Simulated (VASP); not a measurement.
# Rh (Fm-3m) in VASP: a series of runs

The runs below take Rh through single point, relaxation of cell and atoms, with LDA, PBE.

All numbers are computed with VASP 6.6.1; they aren't measurements. Logs are shortened: lines on timing, memory, paths and dates and some standing lists are left out, and cuts for length are marked.

### 1 The cell of the first run

The structure is cubic, space group Fm-3m (No. 225). Conventional cell: a = 3.796 Å, b = 3.796 Å, c = 3.796 Å, α = 90.00°, β = 90.00°, γ = 90.00°. Rh (site symmetry m-3m) has 12 Rh at 2.68 Å within 3.5 Å.

### 2 Single point, LDA

INCAR reads:

```
SYSTEM = Rh
PREC     = Accurate       ! precision mode
ENCUT    = 520            ! plane-wave cutoff, eV
EDIFF    = 1E-6           ! SCF threshold, eV
ISMEAR   = -1             ! smearing method
SIGMA    = 0.05           ! smearing width, eV
LREAL    = .False.        ! projectors in reciprocal space
LASPH    = .True.         ! aspherical terms in the spheres
NELM     = 60             ! most SCF steps
ALGO     = Normal         ! electronic algorithm
ISIF     = 2              ! what is computed and relaxed
LWAVE    = .False.        ! write WAVECAR
LCHARG   = .False.        ! write CHGCAR
NBANDS   = 14             ! bands
```

KPOINTS reads:

```
Automatic mesh
0
Gamma
  12 12 12
  0 0 0
```

POSCAR reads:

```
Rh
1.0
    0.0000000000      1.8978500000      1.8978500000
    1.8978500000      0.0000000000      1.8978500000
    1.8978500000      1.8978500000      0.0000000000
Rh
1
Direct
    0.0000000000      0.0000000000      0.0000000000
```

Potentials or basis: VASP PAW LDA potentials, release 64 (Rh_pv).

The run is started by

```sh
$ cat potpaw_LDA.64/Rh_pv/POTCAR > POTCAR
$ mpirun -np 1 vasp_std > vasp.out
```

OUTCAR:

```text
SYSTEM = Rh
   PREC = Accurate
   ENCUT = 520
   EDIFF = 1E-6
   ISMEAR = -1
   LREAL = .False.
   LASPH = .True.
   NELM = 60
   ISIF = 2

 ion  position               nearest neighbor table
   1  0.000  0.000  0.000-

  LATTYP: Found a face centered cubic cell.
 ALAT       =     3.7957000000

  Lattice vectors:

 A1 = (   0.0000000000,   1.8978500000,   1.8978500000)
 A2 = (   1.8978500000,   0.0000000000,   1.8978500000)
 A3 = (   1.8978500000,   1.8978500000,   0.0000000000)

Analysis of symmetry for initial positions (statically):
[... 33 lines left out ...]
                                     Primitive cell

  volume of cell :      13.6715

  direct lattice vectors                    reciprocal lattice vectors
     0.000000000  1.897850000  1.897850000    -0.263456016  0.263456016  0.263456016
     1.897850000  0.000000000  1.897850000     0.263456016 -0.263456016  0.263456016
     1.897850000  1.897850000  0.000000000     0.263456016  0.263456016 -0.263456016

  length of vectors
     2.683965209  2.683965209  2.683965209     0.456319205  0.456319205  0.456319205

  position of ions in fractional coordinates (direct lattice)
     0.000000000  0.000000000  0.000000000

  ion indices of the primitive-cell ions
   primitive index   ion index
                 1           1

----------------------------------------------------------------------------------------

 KPOINTS: Automatic mesh

Automatic generation of k-mesh.
 Grid dimensions read from file:
 generate k-points for:   12   12   12

 Generating k-lattice:

  Cartesian coordinates                     Fractional coordinates (reciprocal lattice)
    -0.021954668  0.021954668  0.021954668     0.083333333  0.000000000  0.000000000
     0.021954668 -0.021954668  0.021954668     0.000000000  0.083333333  0.000000000
     0.021954668  0.021954668 -0.021954668     0.000000000  0.000000000  0.083333333

  Length of vectors
     0.038026600  0.038026600  0.038026600

  Shift w.r.t. Gamma in fractional coordinates (k-lattice)
     0.000000000  0.000000000  0.000000000

 Subroutine IBZKPT returns following result:
 ===========================================

 Found     72 irreducible k-points:

 Following reciprocal coordinates:
            Coordinates               Weight
  0.000000  0.000000  0.000000      1.000000
  0.083333  0.000000  0.000000      8.000000
  0.166667  0.000000  0.000000      8.000000
  0.250000  0.000000  0.000000      8.000000
  0.333333  0.000000  0.000000      8.000000
  0.416667  0.000000  0.000000      8.000000
[... 16 lines left out ...]
  0.500000  0.166667  0.000000     24.000000
 -0.416667  0.166667  0.000000     24.000000
 [... further k-points ...]
   k-points           NKPTS =     72   k-points in BZ     NKDIM =     72   number of bands    NBANDS=     14
   number of dos      NEDOS =    301   number of ions     NIONS =      1
   total plane-waves  NPLWV =   8000
   dimension x,y,z NGX =    20 NGY =   20 NGZ =   20
   dimension x,y,z NGXF=    40 NGYF=   40 NGZF=   40
   ions per type =               1
   NGX,Y,Z   is equivalent  to a cutoff of  12.39, 12.39, 12.39 a.u.
   NGXF,Y,Z  is equivalent  to a cutoff of  24.78, 24.78, 24.78 a.u.
 SYSTEM =  Rh
   PREC   = accura    normal or accurate (medium, high low for compatibility)
   ISTART =      0    job   : 0-new  1-cont  2-samecut
   ICHARG =      2    charge: 1-file 2-atom 10-const
   ISPIN  =      1    spin polarized calculation?
   LNONCOLLINEAR =      F non collinear calculations
   LSORBIT =      F    spin-orbit coupling
   LASPH  =      T    aspherical Exc in radial PAW
   ENCUT  =  520.0 eV  38.22 Ry    6.18 a.u.   4.99  4.99  4.99*2*pi/ulx,y,z
   NELM   =     60;   NELMIN=  2; NELMDL= -5     # of ELM steps
   EDIFF  = 0.1E-05   stopping-criterion for ELM
   LREAL  =      F    real-space projection
   EDIFFG = 0.1E-04   stopping-criterion for IOM
   NSW    =      0    number of steps for IOM
   IBRION =     -1    ionic relax: 0-MD 1-quasi-New 2-CG
   NFREE  =      0    steps in history (QN), initial steepest desc. (CG)
   ISIF   =      2    stress and relaxation
   ISYM   =      2    0-nonsym 1-usesym 2-fastsym
   POTIM  = 0.5000    time-step for ionic-motion
   TEBEG  =    0.0;   TEEND  =   0.0 temperature during run
   PSTRESS=    0.0 pullay stress
   NELECT =      15.0000    total number of electrons
   NUPDOWN=      -1.0000    fix difference up-down
   EMIN   =  10.00;   EMAX   =-10.00  energy-range for DOS
   EFERMI =   0.00;   METHOD = LEGACY
   ISMEAR =    -1;   SIGMA  =   0.05  broadening in eV -4-tet -1-fermi 0-gaus
   EFERMI_NEDOS =   21; number of points for ismear=-14 and -15
   IALGO  =     38    algorithm
   IMIX   =      4    mixing-type and parameters
     AMIX     =   0.40;   BMIX     =  1.00
     AMIX_MAG =   1.60;   BMIX_MAG =  1.00
  volume/ion in A,a.u.               =      13.67        92.26
  Fermi-wavevector in a.u.,A,eV,Ry     =   1.688496  3.190795 38.790465  2.851019
  Thomas-Fermi vector in A             =   2.770792
   LORBIT       =      0    0 simple, 1 ext, 2 COOP (PROOUT), +10 PAW based schemes
   GGA     = CA    functional components
   LHFCALC =     F    Hartree Fock is set to
   AEXX    =    0.0000 exact exchange contribution
   IVDW    =     0    specifies the selected vdW correction
   LEPSILON=     F    determine dielectric tensor
   LRPA    =     F    only Hartree local field effects (RPA)
 non-spin polarized calculation
  energy-cutoff  :      520.00
  volume of cell :       13.67
 maximum number of plane-waves:       380
   NGX =  9   NGY =  9   NGZ =  9

 number of electron      15.0000007 magnetization

 Free energy of the ion-electron system (eV)
  ---------------------------------------------------
  ext. energy  EPLUGINS =         0.00000000
  ---------------------------------------------------
  free energy    TOTEN  =        -8.68030506 eV

  energy without entropy =       -8.67213040  energy(sigma->0) =       -8.67621773

 E-fermi :  11.8226     XC(G=0): -14.3901

 val. band max:       11.7357370274   @ k =   0.3333   0.0833   0.0000
 cond. band min:      11.8618154132   @ k =   0.3333   0.1667   0.0000
 fundamental gap:      0.1260783858
 Fermi energy:        11.8225738804

 k-point     1 :       0.0000    0.0000    0.0000
  band No.  band energies     occupation
      1     -34.3819      2.00000
      2     -34.3819      2.00000
      3     -34.3819      2.00000
      4       3.7429      2.00000
      5       8.6645      2.00000
      6       8.6645      2.00000
      7       8.6645      2.00000
      8      10.8063      2.00000
      9      10.8063      2.00000
     10      27.7616      0.00000
     11      32.1043      0.00000
     12      33.1969      0.00000
     13      33.1969      0.00000
     14      33.1969      0.00000

 k-point     2 :       0.0833    0.0000    0.0000
  band No.  band energies     occupation
      1     -34.4346      2.00000
      2     -34.3890      2.00000
      3     -34.3890      2.00000
      4       4.0219      2.00000
      5       8.5447      2.00000
      6       8.7718      2.00000
      7       8.7718      2.00000
      8      10.7482      2.00000
      9      10.7482      2.00000
     10      28.1637      0.00000
     11      31.8301      0.00000
     12      32.1090      0.00000
     13      33.6093      0.00000
     14      33.6093      0.00000

 k-point     3 :       0.1667    0.0000    0.0000
  band No.  band energies     occupation
      1     -34.5772      2.00000
      2     -34.4084      2.00000
      3     -34.4084      2.00000
      4       4.7626      2.00000
      5       8.3324      2.00000
      6       8.9902      2.00000
      7       8.9902      2.00000
      8      10.6977      2.00000
      9      10.6977      2.00000
     10      29.0059      0.00000
     11      29.5012      0.00000
     12      32.1047      0.00000
     13      34.7534      0.00000
     14      34.7534      0.00000

 k-point     4 :       0.2500    0.0000    0.0000
  band No.  band energies     occupation
      1     -34.7688      2.00000
      2     -34.4347      2.00000
      3     -34.4347      2.00000
      4       5.5407      2.00000
      5       8.5410      2.00000
      6       9.0364      2.00000
      7       9.0364      2.00000
      8      10.9646      2.00000
      9      10.9646      2.00000
     10      26.9152      0.00000
     11      29.3760      0.00000
     12      32.1047      0.00000
     13      36.2202      0.00000
     14      36.2202      0.00000

 k-point     5 :       0.3333    0.0000    0.0000
  band No.  band energies     occupation
      1     -34.9569      2.00000
      2     -34.4609      2.00000
      3     -34.4609      2.00000
      4       5.7560      2.00000
      5       8.8595      2.00000
      6       8.8595      2.00000
      7       9.7741      2.00000
      8      11.5641      1.98869
      9      11.5641      1.98869
     10      24.2431      0.00000
     11      28.4976      0.00000
     12      32.1050      0.00000
     13      35.3174      0.00000
     14      35.3174      0.00000

 k-point     6 :       0.4167    0.0000    0.0000
  band No.  band energies     occupation
      1     -35.0924      2.00000
      2     -34.4800      2.00000
      3     -34.4800      2.00000
      4       5.6529      2.00000
      5       8.6716      2.00000
      6       8.6716      2.00000
      7      11.5334      1.99386
      8      12.1452      0.00315
      9      12.1452      0.00315
     10      21.6886      0.00000
     11      27.6033      0.00000
     12      32.1051      0.00000
     13      33.6356      0.00000
     14      33.6356      0.00000

 k-point     7 :       0.5000    0.0000    0.0000
  band No.  band energies     occupation
      1     -35.1416      2.00000
      2     -34.4869      2.00000
      3     -34.4869      2.00000
      4       5.5893      2.00000
      5       8.5977      2.00000
      6       8.5977      2.00000
      7      12.3843      0.00003
      8      12.3843      0.00003
      9      12.5021      0.00000
     10      20.4469      0.00000
     11      27.2799      0.00000
     12      32.1049      0.00000
     13      33.0067      0.00000
     14      33.0067      0.00000
[... 205 lines left out ...]
 k-point    20 :       0.2500    0.1667    0.0000
  band No.  band energies     occupation
      1     -34.6939      2.00000
      2     -34.4850      2.00000
      3     -34.4802      2.00000
      4       5.8004      2.00000
      5       7.4853      2.00000
      6       9.2996      2.00000
      7       9.7256      2.00000
      8      10.3675      2.00000
      9      11.4002      1.99957
     10      29.2760      0.00000
     11      30.5527      0.00000
     12      32.1033      0.00000
     13      32.1277      0.00000
     14      32.9136      0.00000

 k-point    21 :       0.3333    0.1667    0.0000
  band No.  band energies     occupation
      1     -34.8490      2.00000
      2     -34.5158      2.00000
      3     -34.5134      2.00000
      4       6.3165      2.00000
      5       7.5958      2.00000
      6       8.8550      2.00000
      7       9.7446      2.00000
      8      11.6460      1.94315
      9      11.8618      0.62656
     10      26.5789      0.00000
     11      30.0056      0.00000
     12      31.5203      0.00000
     13      32.1018      0.00000
     14      33.3964      0.00000

 k-point    22 :       0.4167    0.1667    0.0000
  band No.  band energies     occupation
      1     -34.9847      2.00000
      2     -34.5595      2.00000
      3     -34.5302      2.00000
      4       6.3137      2.00000
      5       8.0609      2.00000
      6       8.8155      2.00000
      7       9.5630      2.00000
      8      12.3268      0.00008
      9      13.4209      0.00000
     10      23.5591      0.00000
     11      28.9398      0.00000
     12      31.0444      0.00000
     13      32.0991      0.00000
     14      32.8702      0.00000

 k-point    23 :       0.5000    0.1667    0.0000
  band No.  band energies     occupation
      1     -35.0651      2.00000
      2     -34.6001      2.00000
      3     -34.5308      2.00000
      4       6.2638      2.00000
      5       7.9967      2.00000
      6       9.3721      2.00000
      7       9.4612      2.00000
      8      12.4422      0.00001
      9      15.3589      0.00000
     10      20.9484      0.00000
     11      28.1923      0.00000
     12      31.1988      0.00000
     13      31.5692      0.00000
     14      32.1119      0.00000

 k-point    24 :      -0.4167    0.1667    0.0000
  band No.  band energies     occupation
      1     -35.0718      2.00000
      2     -34.6253      2.00000
      3     -34.5151      2.00000
      4       6.3310      2.00000
      5       8.0090      2.00000
      6       9.2813      2.00000
      7       9.7091      2.00000
      8      12.0646      0.01569
      9      15.9365      0.00000
     10      20.5376      0.00000
     11      27.8586      0.00000
     12      30.6584      0.00000
     13      32.1071      0.00000
     14      32.3228      0.00000

 [... further k-points ...]
[... 5 lines left out ...]
  --------------------------------------------------------------------------------------
  -------------------------------------------------------------------------------------
  Total       -0.7753744     -0.7753744     -0.7753744      0.0000000     -0.0000000     -0.0000000
  in kB      -90.8670439    -90.8670439    -90.8670439      0.0000000     -0.0000000     -0.0000000
  external PRESSURE =     -90.8670439 kB  Pullay stress =       0.0000000 kB

 VOLUME and BASIS-vectors are now :
 -----------------------------------------------------------------------------
  energy-cutoff  :      520.00
  volume of cell :       13.67
      direct lattice vectors                 reciprocal lattice vectors
     0.000000000  1.897850000  1.897850000    -0.263456016  0.263456016  0.263456016
     1.897850000  0.000000000  1.897850000     0.263456016 -0.263456016  0.263456016
     1.897850000  1.897850000  0.000000000     0.263456016  0.263456016 -0.263456016

 POSITION                                       TOTAL-FORCE (eV/Angst)
 -----------------------------------------------------------------------------------
      0.00000      0.00000      0.00000         0.000000      0.000000      0.000000
 -----------------------------------------------------------------------------------
    total drift:                                0.000000      0.000000      0.000000

  FREE ENERGIE OF THE ION-ELECTRON SYSTEM (eV)
  ---------------------------------------------------
  free  energy   TOTEN  =        -8.6803050618 eV

  energy  without entropy=       -8.6721304010  energy(sigma->0) =       -8.67621773
```

It took 14 s on 1 thread of Intel Xeon 8259CL, shared host; peak memory 0.13 GiB.

What came out:

- Free energy: -8.6803 eV
- Pressure: -9.1 GPa

(Continued in part 2 of 2.)
